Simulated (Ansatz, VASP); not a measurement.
**One calculation of Si5PdW2, two programs**

```xyz
8
Lattice="3.2458 0.0000 0.0000 0.0000 3.2458 0.0000 0.0000 0.0000 10.6919" Properties=species:S:1:pos:R:3 pbc="T T T"
Si    1.6229    1.6229    9.3830
Si    0.0000    0.0000    8.0137
Si    1.6229    1.6229    1.3089
Si    0.0000    0.0000    2.6782
Si    0.0000    0.0000    5.3459
Pd    0.0000    0.0000    0.0000
W     1.6229    1.6229    6.8621
W     1.6229    1.6229    3.8298
```

Alike in both runs: task relaxation of cell and atoms; functional PBE; k mesh 10 × 10 × 4; occupations gaussian, width 0.1 eV; no spin polarisation.

|  | VASP | Ansatz |
| --- | --- | --- |
| version | VASP 6.6.1 | Ansatz 0.2.0 |
| potentials or method | VASP PAW PBE potentials, release 64 (Si, Pd, W_sv), cutoff 600 eV | scalar-relativistic, plane waves, PAW |
| valence electrons in the cell | 58 | 66 |

|  | VASP | Ansatz | Ansatz less VASP |
| --- | --- | --- | --- |
| gap on the k mesh at the Fermi level, each at its own relaxed structure (eV) | none | none | - |
| relaxed volume (Å³/atom) | 14.08 | 14.08 | -0.004 |
| relaxed cell length with the largest relative difference (Å) | 3.246 | 3.246 | -0.0005 |

A gap of «none» marks a metal or a gap that the smearing closes. VASP's potentials hold 58 valence electrons a cell and Ansatz's 66, so a difference there can come from the potentials and not from the codes.

Spin-orbit coupling is off throughout.
